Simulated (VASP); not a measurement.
Crystal: AlIn2Sb2As.

```
CELL_PARAMETERS angstrom
5.21210 0.00000 0.00000
-2.60605 4.51381 0.00000
0.00000 0.00000 10.50641
ATOMIC_POSITIONS crystal
Al 0.00000 0.00000 0.00000
In 0.33333 0.66667 0.00000
In 0.66667 0.33333 0.00000
Sb 0.00000 0.00000 0.74340
Sb 0.00000 0.00000 0.25660
As 0.00000 0.00000 0.50000
```

The cell was generated, and may not be a known phase.

- Program: VASP 6.6.1
- Task: relaxation of cell and atoms
- Functional: PBE
- Potentials or basis: VASP PAW PBE potentials, release 64 (Al, In_d, Sb, As)
- Cutoff: 600 eV
- k mesh: 12 × 12 × 4
- Occupations: gaussian, width 0.1 eV
- Spin: no spin polarisation

At the start: pressure -0.2 GPa; volume 41.20 Å³/atom.

Problem. Where does the relaxation end?

Solution. Over 8 steps the energy falls by 3.8 meV/atom and the volume is 41.56 Å³/atom (+0.9 %); space group P6/mmm (No. 191, to 0.1 Å) before and after.

Step by step:
| step | energy change (eV) | largest force (eV/Å) | pressure (GPa) | volume (Å³) |
| --- | --- | --- | --- | --- |
| 1 | 0.0000 | 0.0277 | -0.25 | 247.18 |
| 2 | -0.0133 | 0.1635 | 0.54 | 244.84 |
| 3 | -0.0185 | 0.0942 | 0.25 | 245.64 |
| 4 | -0.0216 | 0.0533 | 0.12 | 247.56 |
| 5 | -0.0226 | 0.0018 | -0.05 | 250.12 |
| 6 | -0.0227 | 0.0148 | -0.01 | 249.48 |
| 7 | -0.0227 | 0.0160 | 0.00 | 249.41 |
| 8 | -0.0227 | 0.0079 | 0.00 | 249.33 |

Final structure:
```
Al In Sb As
1.0
     5.26840    0.00000    0.00000
    -2.63420    4.56257    0.00000
     0.00000    0.00000   10.37276
Al In Sb As
1 2 2 1
Direct
  0.00000 0.00000 0.00000
  0.33333 0.66667 0.00000
  0.66667 0.33333 0.00000
  0.00000 0.00000 0.74417
  0.00000 0.00000 0.25583
  0.00000 0.00000 0.50000
```
